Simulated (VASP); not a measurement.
Set up this calculation in VASP 6.6.1, as the native input.

| Quantity | Value |
| --- | --- |
| Task | single point |
| Functional | PBE |
| Potentials or basis | VASP PAW PBE potentials, release 64 (Ga_d, P) |
| Cutoff | 520 eV |
| k mesh | 6 × 6 × 2 |
| Occupations | gaussian, width 0.2 eV |
| Spin | no spin polarisation |
| Dipole correction | no |
| Further INCAR settings | ALGO = Normal; EDIFF = 1e-07; NBANDS = 58 |

The structure of GaP2 lies in POSCAR:

```
GaP2
1.0
    0.0000000000      0.0000000000      4.6189473653
    3.6890841406     -3.6890841406     -2.3094736827
    7.3781682812      7.3781682812      0.0000000000
Ga P
4 8
Direct
    0.0000000000      0.5000000000      0.2500000000
    0.5000000000      0.5000000000      0.7500000000
    0.5000000000      1.0000000000      0.5000000000
    0.0000000000      0.0000000000      0.0000000000
    0.2170586436      0.1841172872      0.3420586436
    0.7170586436      0.1841172872      0.8420586436
    0.7829413564      0.8158827128      0.3420586436
    0.2829413564      0.8158827128      0.8420586436
    0.5329413564      0.8158827128      0.1579413564
    0.0329413564      0.8158827128      0.6579413564
    0.4670586436      0.1841172872      0.1579413564
    0.9670586436      0.1841172872      0.6579413564
```

The input as run:

INCAR

```
SYSTEM = GaP2
PREC = Accurate
ENCUT = 520
EDIFF = 1E-7
ISMEAR = 0
SIGMA = 0.2
LREAL = .FALSE.
LASPH = .TRUE.
NELM = 60
ALGO = Normal
ISIF = 2
LWAVE = .FALSE.
LCHARG = .FALSE.
GGA = PE
NBANDS = 58
```

KPOINTS

```
regular mesh
0
G
  6 6 2
  0 0 0
```

Potentials or basis: VASP PAW PBE potentials, release 64 (Ga_d, P).

The run is started by

```sh
$ cat potpaw_PBE.64/Ga_d/POTCAR potpaw_PBE.64/P/POTCAR > POTCAR
$ mpirun -np 1 vasp_std > vasp.out
```

It gave:

```yaml
Pressure: -0.2 GPa
Largest_force: 0.064 eV/Å
Band_gap_on_the_k_mesh: zero (bands 46 and 47 overlap by 0.97 eV)
```

Wall time 15 min on 1 thread of Intel Xeon 8259CL, with other jobs on the host, peak memory 0.48 GiB.
